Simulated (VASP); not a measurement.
A run of VASP 6.6.1 is set up as follows.

File INCAR:

```
ADDGRID  = False        
ALGO     = Normal         # electronic algorithm
EDIFF    = 1E-7           # SCF threshold, eV
EFERMI   = MIDGAP       
ENCUT    = 840            # plane-wave cutoff, eV
GGA_COMPAT= False        
ISIF     = 2              # what is computed and relaxed
ISMEAR   = 0              # smearing method
KPAR     = 2            
LASPH    = True           # aspherical terms in the spheres
LCHARG   = False          # write CHGCAR
LMIXTAU  = True         
LREAL    = False          # projectors in reciprocal space
LWAVE    = False          # write WAVECAR
METAGGA  = RSCAN          # meta-GGA
NBANDS   = 32             # bands
NELM     = 120            # most SCF steps
PREC     = Accurate       # precision mode
SIGMA    = 0.03           # smearing width, eV
```

Contents of KPOINTS:

```
Automatic mesh
0
Gamma
  20 20 7
  0 0 0
```

The input POSCAR:

```
BN
1.0
    2.4982400000      0.0000000000      0.0000000000
   -1.2491200000      2.1635393048      0.0000000000
    0.0000000000      0.0000000000      6.7352355000
N B
2 2
Direct
    0.6666666700      0.3333333300      0.2500000000
    0.3333333300      0.6666666700      0.7500000000
    0.6666666700      0.3333333300      0.7500000000
    0.3333333300      0.6666666700      0.2575350000
```

Potentials or basis: VASP PAW PBE potentials, release 64 (N, B).

The run is started by

```sh
$ cat potpaw_PBE.64/N/POTCAR potpaw_PBE.64/B/POTCAR > POTCAR
$ mpirun -np 2 vasp_std > vasp.out
```

Q: Predict the largest force.

A: 0.739 eV/Å.

Q: Estimate the pressure.

A: -0.1 GPa.

Stress tensor (GPa, compression positive):
```
-0.29  0.00  0.00
 0.00 -0.29  0.00
 0.00  0.00  0.23
```

Caveat: the cell differs from its parent crystal (last atom moved by 0.05 Å along z, cell strained by +1.5% along z); the PAW data sets were made with another functional, which shifts forces and pressure a little; an odd mesh through Γ misses points on the zone boundary, where band edges can lie.
